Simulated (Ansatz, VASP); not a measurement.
# SiO2 in VASP and in Ansatz

```
Si O
1.0
    -2.32657    2.32657    3.74400
     2.32657   -2.32657    3.74400
     2.32657    2.32657   -3.74400
Si O
2 4
Direct
  0.00000 0.00000 0.00000
  0.75000 0.25000 0.50000
  0.99838 0.62500 0.87338
  0.37500 0.24838 0.37338
  0.75162 0.12500 0.12662
  0.87500 0.00162 0.62662
```

Change from the starting cell: equal xx and yy strain of -2 %.

Alike in both runs: task single point; functional PBE; k mesh 7 × 7 × 7; occupations fermi-dirac, width 0.03 eV; no spin polarisation.

```csv
,VASP,Ansatz
version,VASP 6.6.1,Ansatz 0.2.0
potentials or method,"VASP PAW PBE potentials, release 64 (Si, O), cutoff 520 eV","all-electron LAPW, scalar-relativistic"
```

Ansatz gave:

| Property | Result |
| --- | --- |
| gap on the k mesh at the Fermi level (eV) | 6.28 |
| pressure (GPa) | 11.0 |
| traceless stress, the component that is largest in VASP (GPa) | -1.83 |
| rms of the force components (eV/Å) | 0.334 |

Task: Which values does VASP return?

Result: gap on the k mesh at the Fermi level (eV): 6.27; pressure (GPa): 11.3; traceless stress, the component that is largest in VASP (GPa): -1.75; rms of the force components (eV/Å): 0.335.

Atom by atom the forces differ by 0.002 eV/Å (rms over components). Ansatz ran all-electron here, and VASP with PAW potentials.
